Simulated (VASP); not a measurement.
TePb:

```xyz
2
Lattice="0.0000 3.2678 3.2678 3.2678 0.0000 3.2678 3.2678 3.2678 0.0000" Properties=species:S:1:pos:R:3 pbc="T T T"
Pb    0.0000    0.0000    0.0000
Te    3.2678    3.2678    3.2678
```

Base run:

| Property | Result |
| --- | --- |
| Program | VASP 6.6.1 |
| Functional | PBE |
| Dispersion | D4 |
| Potentials or basis | VASP PAW PBE potentials, release 64 (Pb_d, Te) |
| Cutoff | 520 eV |
| k mesh | 6 × 6 × 6 |
| Occupations | gaussian, width 0.01 eV |
| Spin | no spin polarisation |

Its results: band gap on the k mesh 0.80 eV; pressure -0.9 GPa.

Q: The run is repeated on the same cell with these changes: dispersion from D4 to none. What comes out?

A: Band gap on the k mesh 0.80 eV; pressure 0.6 GPa.

Dispersion adds attraction, which lowers the pressure at fixed volume and, as a term added to the energy, leaves the levels alone.

Caveats: spin-orbit coupling is left out, which moves the levels of the heavy elements.

A k mesh can miss the band edges.
